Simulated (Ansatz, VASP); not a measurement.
# S in VASP and in Ansatz

```xyz
1
Lattice="0.0000 2.0246 1.9341 2.0246 0.0000 1.9341 2.0246 2.0246 0.0000" Properties=species:S:1:pos:R:3 pbc="T T T"
S     0.0000    0.0000    0.0000
```

Change from the starting cell: z stretched by -3 % at fixed volume.

Alike in both runs: task single point; functional PBE; k mesh 16 × 16 × 16; occupations fermi-dirac, width 0.03 eV; no spin polarisation.

|  | VASP | Ansatz |
| --- | --- | --- |
| version | VASP 6.6.1 | Ansatz 0.2.0 |
| potentials or method | VASP PAW PBE potentials, release 64 (S), cutoff 520 eV | all-electron LAPW, scalar-relativistic |

Ansatz gave:

| Item | Value |
| --- | --- |
| pressure (GPa) | 0.1 |
| traceless stress, the component that is largest in VASP (GPa) | -1.96 |

**Question.** What did VASP give for the same quantities?

**Answer.** Pressure (GPa): -0.1; traceless stress, the component that is largest in VASP (GPa): -1.94.

Ansatz ran all-electron here, and VASP with PAW potentials.
